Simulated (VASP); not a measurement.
# Al2Pt (P-3m1) in VASP: a series of runs

Runs on Al2Pt. Level: PBE. Tasks: single point.

All numbers are computed with VASP 6.6.1; they aren't measurements. Logs are shortened: lines on timing, memory, paths and dates and some standing lists are left out, and cuts for length are marked.

## (1) The cell of the first run

It takes space group P-3m1 (No. 164, trigonal). The conventional cell has a = 4.205 Å, b = 4.205 Å, c = 12.299 Å, α = 90.00°, β = 90.00°, γ = 120.00°. Al (site symmetry 3m) has 4 Pt at 2.57 Å and 6 Al at 2.97 Å within 3.4 Å. Al (site symmetry 3m) has 3 Pt at 2.57 Å and 3 Al at 2.97 Å within 3.4 Å. Al (site symmetry 3m) has 4 Pt at 2.57 Å and 6 Al at 2.97 Å within 3.4 Å. Within 3.4 Å of Pt (site symmetry 3m) lie 7 Al at 2.57 Å. Within 3.4 Å of Pt (site symmetry -3m) lie 8 Al at 2.57 Å.

## (2) Single point, PBE

Input file INCAR:

```
PREC     = Accurate       # precision mode
ENCUT    = 520            # plane-wave cutoff, eV
EDIFF    = 1E-6           # SCF threshold, eV
ISMEAR   = 0              # smearing method
SIGMA    = 0.15           # smearing width, eV
LREAL    = F              # projectors in reciprocal space
LASPH    = T              # aspherical terms in the spheres
NELM     = 60             # most SCF steps
ALGO     = Fast           # electronic algorithm
ISIF     = 2              # what is computed and relaxed
LWAVE    = F              # write WAVECAR
LCHARG   = F              # write CHGCAR
GGA      = PE             # functional
NBANDS   = 34             # bands
```

Input file KPOINTS:

```
Automatic mesh
0
Gamma
  13 13 5
```

Input file POSCAR:

```
Al2Pt
1.0
    2.9732041201     -2.9732041201      0.0000000000
    2.9732041201      0.0000000000     -2.9732041201
    7.1011087787      7.1011087787      7.1011087787
Al Pt
6 3
Direct
    0.6666666667      0.6666666667      0.3489270879
    1.0000000000      0.0000000000      0.0697965828
    0.3333333333      0.3333333333      0.6280575930
    0.6666666667      0.6666666667      0.7676228455
    1.0000000000      1.0000000000      0.4884923404
    0.3333333333      0.3333333333      0.2093618353
    0.0000000000      0.0000000000      0.6978402193
    0.3333333333      0.3333333333      0.4187097142
    0.6666666667      0.6666666667      0.1395792091
```

Potentials or basis: VASP PAW PBE potentials, release 64 (Al, Pt).

On the command line:

```console
$ cat potpaw_PBE.64/Al/POTCAR potpaw_PBE.64/Pt/POTCAR > POTCAR
$ mpirun -np 1 vasp_std > vasp.out
```

OUTCAR:

```text
PREC = Accurate
   ENCUT = 520
   EDIFF = 1E-6
   ISMEAR = 0
   LREAL = F
   LASPH = T
   NELM = 60
   ISIF = 2
   GGA = PE

 ion  position               nearest neighbor table
   1  0.667  0.667  0.349-   9 2.57   8 2.57   8 2.57   8 2.57   5 2.97   5 2.97   5 2.97   6 2.97
                             6 2.97   6 2.97
   2  0.000  0.000  0.070-   9 2.57   9 2.57   9 2.57   6 2.97   6 2.97   6 2.97
   3  0.333  0.333  0.628-   8 2.57   7 2.57   7 2.57   7 2.57   4 2.97   4 2.97   4 2.97   5 2.97
                             5 2.97   5 2.97
   4  0.667  0.667  0.768-   7 2.57   7 2.57   7 2.57   3 2.97   3 2.97   3 2.97
   5  0.000  0.000  0.488-   8 2.57   8 2.57   8 2.57   7 2.57   1 2.97   1 2.97   1 2.97   3 2.97
                             3 2.97   3 2.97
   6  0.333  0.333  0.209-   9 2.57   9 2.57   9 2.57   8 2.57   2 2.97   2 2.97   2 2.97   1 2.97
                             1 2.97   1 2.97
   7  0.000  0.000  0.698-   4 2.57   4 2.57   4 2.57   3 2.57   3 2.57   3 2.57   5 2.57
   8  0.333  0.333  0.419-   5 2.57   5 2.57   5 2.57   3 2.57   1 2.57   1 2.57   1 2.57   6 2.57

   9  0.667  0.667  0.140-   6 2.57   6 2.57   1 2.57   2 2.57   6 2.57   2 2.57   2 2.57

  LATTYP: Found a hexagonal cell.
 ALAT       =     4.2047455903
 C/A-ratio  =     2.9251427775

  Lattice vectors:

 A1 = (  -2.9732041201,   0.0000000000,   2.9732041201)
 A2 = (   2.9732041201,  -2.9732041201,   0.0000000000)
 A3 = (   7.1011087787,   7.1011087787,   7.1011087787)

Analysis of symmetry for initial positions (statically):
=====================================================================
 Subroutine PRICEL returns:
 Original cell was already a primitive cell.

 Routine SETGRP: Setting up the symmetry group for a
 hexagonal supercell.

 Subroutine GETGRP returns: Found 12 space group operations
 (whereof  6 operations were pure point group operations)
 out of a pool of 24 trial point group operations.

The static configuration has the point symmetry C_3v.
 The point group associated with its full space group is D_3d.

Analysis of symmetry for dynamics (positions and initial velocities):
=====================================================================
 Subroutine PRICEL returns:
 Original cell was already a primitive cell.

 Routine SETGRP: Setting up the symmetry group for a
 hexagonal supercell.

 Subroutine GETGRP returns: Found 12 space group operations
 (whereof  6 operations were pure point group operations)
 out of a pool of 24 trial point group operations.

The dynamic configuration has the point symmetry C_3v.
 The point group associated with its full space group is D_3d.

 Subroutine INISYM returns: Found 12 space group operations
 (whereof  6 operations are pure point group operations),
 and found     1 'primitive' translations

----------------------------------------------------------------------------------------

                                     Primitive cell

  volume of cell :     188.3202

  direct lattice vectors                    reciprocal lattice vectors
     2.973204120 -2.973204120  0.000000000     0.112112495 -0.224224991  0.112112495
     2.973204120  0.000000000 -2.973204120     0.112112495  0.112112495 -0.224224991
     7.101108779  7.101108779  7.101108779     0.046941026  0.046941026  0.046941026

  length of vectors
     4.204745590  4.204745590 12.299481195     0.274618408  0.274618408  0.081304242

  position of ions in fractional coordinates (direct lattice)
     0.666666667  0.666666667  0.348927088
     0.000000000  0.000000000  0.069796583
     0.333333333  0.333333333  0.628057593
     0.666666667  0.666666667  0.767622845
     0.000000000  0.000000000  0.488492340
     0.333333333  0.333333333  0.209361835
     0.000000000  0.000000000  0.697840219
     0.333333333  0.333333333  0.418709714
     0.666666667  0.666666667  0.139579209

  ion indices of the primitive-cell ions
   primitive index   ion index
                 1           1
                 2           2
                 3           3
                 4           4
                 5           5
                 6           6
                 7           7
                 8           8
                 9           9

----------------------------------------------------------------------------------------

 KPOINTS: Automatic mesh

Automatic generation of k-mesh.
 Grid dimensions read from file:
 generate k-points for:   13   13    5

 Generating k-lattice:

  Cartesian coordinates                     Fractional coordinates (reciprocal lattice)
     0.008624038 -0.017248076  0.008624038     0.076923077  0.000000000  0.000000000
     0.008624038  0.008624038 -0.017248076     0.000000000  0.076923077  0.000000000
     0.009388205  0.009388205  0.009388205     0.000000000  0.000000000  0.200000000

  Length of vectors
     0.021124493  0.021124493  0.016260848

  Shift w.r.t. Gamma in fractional coordinates (k-lattice)
     0.000000000  0.000000000  0.000000000

 Subroutine IBZKPT returns following result:
 ===========================================

 Found     91 irreducible k-points:

 Following reciprocal coordinates:
            Coordinates               Weight
  0.000000  0.000000  0.000000      1.000000
  0.076923  0.000000  0.000000      6.000000
  0.153846  0.000000  0.000000      6.000000
  0.230769  0.000000  0.000000      6.000000
  0.307692  0.000000  0.000000      6.000000
  0.384615  0.000000  0.000000      6.000000
[... 16 lines left out ...]
  0.076923  0.000000  0.200000      6.000000
  0.076923  0.076923  0.200000      6.000000
 [... further k-points ...]
   k-points           NKPTS =     91   k-points in BZ     NKDIM =     91   number of bands    NBANDS=     34
   number of dos      NEDOS =    301   number of ions     NIONS =      9
   total plane-waves  NPLWV =  98304
   dimension x,y,z NGX =    32 NGY =   32 NGZ =   96
   dimension x,y,z NGXF=    64 NGYF=   64 NGZF=  192
   ions per type =               6   3
   NGX,Y,Z   is equivalent  to a cutoff of  12.65, 12.65, 12.98 a.u.
   NGXF,Y,Z  is equivalent  to a cutoff of  25.30, 25.30, 25.95 a.u.
 SYSTEM =  unknown system
   PREC   = accura    normal or accurate (medium, high low for compatibility)
   ISTART =      0    job   : 0-new  1-cont  2-samecut
   ICHARG =      2    charge: 1-file 2-atom 10-const
   ISPIN  =      1    spin polarized calculation?
   LNONCOLLINEAR =      F non collinear calculations
   LSORBIT =      F    spin-orbit coupling
   LASPH  =      T    aspherical Exc in radial PAW
   ENCUT  =  520.0 eV  38.22 Ry    6.18 a.u.   7.82  7.82 22.87*2*pi/ulx,y,z
   NELM   =     60;   NELMIN=  2; NELMDL= -5     # of ELM steps
   EDIFF  = 0.1E-05   stopping-criterion for ELM
   LREAL  =      F    real-space projection
   EDIFFG = 0.1E-04   stopping-criterion for IOM
   NSW    =      0    number of steps for IOM
   IBRION =     -1    ionic relax: 0-MD 1-quasi-New 2-CG
   NFREE  =      0    steps in history (QN), initial steepest desc. (CG)
   ISIF   =      2    stress and relaxation
   ISYM   =      2    0-nonsym 1-usesym 2-fastsym
   POTIM  = 0.5000    time-step for ionic-motion
   TEBEG  =    0.0;   TEEND  =   0.0 temperature during run
   PSTRESS=    0.0 pullay stress
   NELECT =      48.0000    total number of electrons
   NUPDOWN=      -1.0000    fix difference up-down
   EMIN   =  10.00;   EMAX   =-10.00  energy-range for DOS
   EFERMI =   0.00;   METHOD = LEGACY
   ISMEAR =     0;   SIGMA  =   0.15  broadening in eV -4-tet -1-fermi 0-gaus
   EFERMI_NEDOS =   21; number of points for ismear=-14 and -15
   IALGO  =     68    algorithm
   IMIX   =      4    mixing-type and parameters
     AMIX     =   0.40;   BMIX     =  1.00
     AMIX_MAG =   1.60;   BMIX_MAG =  1.00
  volume/ion in A,a.u.               =      20.92       141.21
  Fermi-wavevector in a.u.,A,eV,Ry     =   1.037982  1.961501 14.658993  1.077406
  Thomas-Fermi vector in A             =   2.172445
   LORBIT       =      0    0 simple, 1 ext, 2 COOP (PROOUT), +10 PAW based schemes
   GGA     = PE    functional components
   LHFCALC =     F    Hartree Fock is set to
   AEXX    =    0.0000 exact exchange contribution
   IVDW    =     0    specifies the selected vdW correction
   LEPSILON=     F    determine dielectric tensor
   LRPA    =     F    only Hartree local field effects (RPA)
 non-spin polarized calculation
 RMM-DIIS sequential band-by-band and
 Gauss-broadening in eV      SIGMA  =   0.15
  energy-cutoff  :      520.00
  volume of cell :      188.32
 maximum number of plane-waves:      5102
   NGX = 15   NGY = 15   NGZ = 45

 number of electron      48.0000001 magnetization

 Free energy of the ion-electron system (eV)
  ---------------------------------------------------
  ext. energy  EPLUGINS =         0.00000000
  ---------------------------------------------------
  free energy    TOTEN  =       -46.69905194 eV

  energy without entropy =      -46.65446485  energy(sigma->0) =      -46.67675839

 E-fermi :   5.8315     XC(G=0):  -9.6495

 val. band max:        5.8262739579   @ k =  -0.4615   0.0769  -0.0000
 cond. band min:       5.8348912786   @ k =   0.3846   0.0769   0.4000
 fundamental gap:      0.0086173206
 Fermi energy:         5.8314955522

 k-point     1 :       0.0000    0.0000    0.0000
  band No.  band energies     occupation
      1      -4.0149      2.00000
      2      -3.1329      2.00000
      3      -2.3151      2.00000
      4       0.2618      2.00000
      5       0.5928      2.00000
      6       0.9408      2.00000
[... 26 lines left out ...]
     33      11.0128      0.00000
     34      11.1617      0.00000

 k-point     2 :       0.0769    0.0000    0.0000
  band No.  band energies     occupation
      1      -3.9432      2.00000
      2      -3.0604      2.00000
      3      -2.2389      2.00000
      4       0.2527      2.00000
      5       0.5783      2.00000
      6       0.9068      2.00000
[... 26 lines left out ...]
     33      11.0544      0.00000
     34      11.2646      0.00000
[... 775 lines left out ...]
     33      11.0807      0.00000
     34      11.1917      0.00000

 k-point    24 :       0.0769    0.0769    0.2000
  band No.  band energies     occupation
      1      -3.9393      2.00000
      2      -3.0787      2.00000
      3      -2.2162      2.00000
      4       0.2294      2.00000
      5       0.5961      2.00000
      6       0.9043      2.00000
[... 26 lines left out ...]
     33      11.0882      0.00000
     34      11.2552      0.00000

 [... further k-points ...]
[... 5 lines left out ...]
  --------------------------------------------------------------------------------------
  -------------------------------------------------------------------------------------
  Total       -3.3533563     -3.3533563     -3.3533563     -0.8167180     -0.8167180     -0.8167180
  in kB      -28.5294504    -28.5294504    -28.5294504     -6.9484165     -6.9484165     -6.9484165
  external PRESSURE =     -28.5294504 kB  Pullay stress =       0.0000000 kB

 VOLUME and BASIS-vectors are now :
 -----------------------------------------------------------------------------
  energy-cutoff  :      520.00
  volume of cell :      188.32
      direct lattice vectors                 reciprocal lattice vectors
     2.973204120 -2.973204120  0.000000000     0.112112495 -0.224224991  0.112112495
     2.973204120  0.000000000 -2.973204120     0.112112495  0.112112495 -0.224224991
     7.101108779  7.101108779  7.101108779     0.046941026  0.046941026  0.046941026

 POSITION                                       TOTAL-FORCE (eV/Angst)
 -----------------------------------------------------------------------------------
      6.44204      0.49563      0.49563        -0.099069     -0.099069     -0.099069
      0.49563      0.49563      0.49563         0.171456      0.171456      0.171456
      6.44204      3.46884      3.46884         0.094688      0.094688      0.094688
      9.41525      3.46884      3.46884        -0.171456     -0.171456     -0.171456
      3.46884      3.46884      3.46884         0.099069      0.099069      0.099069
      3.46884      0.49563      0.49563        -0.094688     -0.094688     -0.094688
      4.95544      4.95544      4.95544         0.135046      0.135046      0.135046
      4.95544      1.98224      1.98224        -0.000000      0.000000     -0.000000
      4.95544     -0.99097     -0.99097        -0.135046     -0.135046     -0.135046
 -----------------------------------------------------------------------------------
    total drift:                                0.000002      0.000002      0.000002

  FREE ENERGIE OF THE ION-ELECTRON SYSTEM (eV)
  ---------------------------------------------------
  free  energy   TOTEN  =       -46.6990519432 eV

  energy  without entropy=      -46.6544648465  energy(sigma->0) =      -46.67675839
```

Wall time 13 min (1 thread of Oxide Virtual Turin-like, shared host); peak memory 0.57 GiB.

What came out:

```yaml
Free_energy: -46.6991 eV
Pressure: -2.9 GPa
Largest_force: 0.297 eV/Å
Band_gap_on_the_k_mesh: zero (band 24 reaches 8.51 eV, above the bottom of band 25 at 5.16 eV)
```

Forces on the atoms (eV/Å):
```
Al  -0.099 -0.099 -0.099
Al   0.171  0.171  0.171
Al   0.095  0.095  0.095
Al  -0.171 -0.171 -0.171
Al   0.099  0.099  0.099
Al  -0.095 -0.095 -0.095
Pt   0.135  0.135  0.135
Pt   0.000  0.000  0.000
Pt  -0.135 -0.135 -0.135
```

Caveat: spin-orbit coupling is left out, which moves the levels of the heavy elements.

## (3) Single point, PBE

This run uses another cell than the first one, of 17.01 Å³/atom, 0.813 times its volume.

Input file INCAR:

```
PREC     = Accurate       # precision mode
ENCUT    = 520            # plane-wave cutoff, eV
EDIFF    = 1E-6           # SCF threshold, eV
ISMEAR   = 0              # smearing method
SIGMA    = 0.15           # smearing width, eV
LREAL    = False          # projectors in reciprocal space
LASPH    = True           # aspherical terms in the spheres
NELM     = 60             # most SCF steps
ALGO     = Fast           # electronic algorithm
ISIF     = 2              # what is computed and relaxed
LWAVE    = False          # write WAVECAR
LCHARG   = True           # write CHGCAR
GGA      = PE             # functional
LELF     = True           # ELF
LVHAR    = True         
NBANDS   = 34             # bands
```

Input file KPOINTS:

```
regular mesh
0
Gamma
  13 13 5
```

Input file POSCAR:

```
Al2Pt
1.0
    2.9732041201     -2.9732041201      0.0000000000
    2.9732041201      0.0000000000     -2.9732041201
    5.7732031595      5.7732031595      5.7732031595
Al Pt
6 3
Direct
    0.6666666667      0.6666666667      0.4291844819
    1.0000000000      0.0000000000      0.0858506297
    0.3333333333      0.3333333333      0.7725183341
    0.6666666667      0.6666666667      0.9441852601
    1.0000000000      1.0000000000      0.6008514080
    0.3333333333      0.3333333333      0.2575175558
    0.0000000000      0.0000000000      0.8583517971
    0.3333333333      0.3333333333      0.5150179449
    0.6666666667      0.6666666667      0.1716840928
```

Potentials or basis: VASP PAW PBE potentials, release 64 (Al, Pt).

On the command line:

```console
$ cat potpaw_PBE.64/Al/POTCAR potpaw_PBE.64/Pt/POTCAR > POTCAR
$ mpirun -np 1 vasp_std > vasp.out
```

It took 18 min on 1 thread of Oxide Virtual Turin-like, shared host; peak memory 0.49 GiB.

It converged, with:

```yaml
Free_energy: -48.1503 eV
Pressure: 5.8 GPa
Largest_force: 2.547 eV/Å
Band_gap_on_the_k_mesh: zero (band 24 reaches 10.60 eV, above the bottom of band 25 at 7.12 eV)
```

Forces on the atoms (eV/Å):
```
Al   0.117  0.117  0.117
Al   1.470  1.470  1.470
Al  -0.065 -0.065 -0.065
Al  -1.470 -1.470 -1.470
Al  -0.117 -0.117 -0.117
Al   0.065  0.065  0.065
Pt  -1.392 -1.392 -1.392
Pt   0.000  0.000  0.000
Pt   1.392  1.392  1.392
```

Stress tensor (GPa, compression positive):
```
5.78 3.97 3.97
3.97 5.78 3.97
3.97 3.97 5.78
```

Levels at points of the mesh, in eV from the Fermi level:
```csv
k point,band 20,band 21,band 22,band 23,band 24,band 25,band 26,band 27,band 28,band 29
"(0.00, 0.00, 0.00)",-2.22,1.31,1.31,1.59,1.59,2.95,3.66,3.68,3.68,3.79
```

Caveat: spin-orbit coupling is left out, which moves the levels of the heavy elements; forces of over 1 eV/Å act on the atoms, so gaps and moduli don't describe the material at rest.

## (4) Single point, PBE

This run uses another cell than the first one, of 17.95 Å³/atom, 0.858 times its volume.

Input file INCAR:

```
PREC = Accurate
ENCUT = 520
EDIFF = 1E-7
ISMEAR = 0
SIGMA = 0.15
LREAL = F
LASPH = T
NELM = 60
ALGO = Fast
ISIF = 2
LWAVE = F
LCHARG = T
GGA = PE
LELF = T
LVHAR = T
NBANDS = 34
```

KPOINTS is that of step 3.

Input file POSCAR:

```
Al2Pt
1.0
    2.9732041201     -2.9732041201      0.0000000000
    2.9732041201      0.0000000000     -2.9732041201
    6.0907458076      6.0907458076      6.0907458076
Al Pt
6 3
Direct
    0.6666666667      0.6666666667      0.4068088351
    1.0000000000      0.0000000000      0.0813747844
    0.3333333333      0.3333333333      0.7322428858
    0.6666666667      0.6666666667      0.8949599112
    1.0000000000      1.0000000000      0.5695258605
    0.3333333333      0.3333333333      0.2440918097
    0.0000000000      0.0000000000      0.8136013985
    0.3333333333      0.3333333333      0.4881673478
    0.6666666667      0.6666666667      0.1627332971
```

On the command line:

```console
$ cat potpaw_PBE.64/Al/POTCAR potpaw_PBE.64/Pt/POTCAR > POTCAR
$ mpirun -np 1 vasp_std > vasp.out
```

Run time: 19 min. Hardware: 1 thread of Oxide Virtual Turin-like, shared host; peak memory 0.51 GiB.

Results (log left out):

* Free energy: -48.5805 eV
* Pressure: -2.4 GPa
* Largest force: 0.602 eV/Å
* Band gap on the k mesh: zero (band 24 reaches 10.14 eV, above the bottom of band 25 at 6.50 eV)

Forces in eV/Å, atoms in the order of the input:
```
Al  -0.065 -0.065 -0.065
Al  -0.348 -0.348 -0.348
Al   0.034  0.034  0.034
Al   0.348  0.348  0.348
Al   0.065  0.065  0.065
Al  -0.034 -0.034 -0.034
Pt   0.318  0.318  0.318
Pt   0.000  0.000  0.000
Pt  -0.318 -0.318 -0.318
```

Stress tensor (GPa, compression positive):
```
-2.36 -1.21 -1.21
-1.21 -2.36 -1.21
-1.21 -1.21 -2.36
```

Levels at points of the mesh, in eV from the Fermi level:
```csv
k point,band 21,band 22,band 23,band 24,band 25,band 26,band 27,band 28
"(0.00, 0.00, 0.00)",1.63,1.63,1.88,1.88,2.57,3.62,3.79,3.82
```

Caveat: spin-orbit coupling is left out, which moves the levels of the heavy elements.

## (5) Summary

| cell | further INCAR settings | gap on the mesh (eV) | pressure (GPa) | largest force (eV/Å) |
| --- | --- | --- | --- | --- |
| a = 4.205, b = 4.205, c = 12.299 Å, angles 90.0, 90.0, 60.0°, 9 atoms | ALGO = Fast; EDIFF = 1e-06; NBANDS = 34 | none | -2.9 | 0.30 |
| a = 4.205, b = 4.205, c = 9.999 Å, angles 90.0, 90.0, 60.0°, 9 atoms | ALGO = Fast; EDIFF = 1e-06; NBANDS = 34 | none | 5.8 | 2.55 |
| a = 4.205, b = 4.205, c = 10.549 Å, angles 90.0, 90.0, 60.0°, 9 atoms | ALGO = Fast; EDIFF = 1e-07; NBANDS = 34 | none | -2.4 | 0.60 |

Alike in all rows: task single point; level PBE; potentials or basis VASP PAW PBE potentials, release 64 (Al, Pt); no spin polarisation; k mesh 13 × 13 × 5; cutoff (eV) 520; smearing gaussian 0.15 eV.

Caveats: spin-orbit coupling is left out, which moves the levels of the heavy elements; forces of over 1 eV/Å act on the atoms, so gaps and moduli don't describe the material at rest (some runs).

Absolute energies hang on the potentials; compare differences alone.
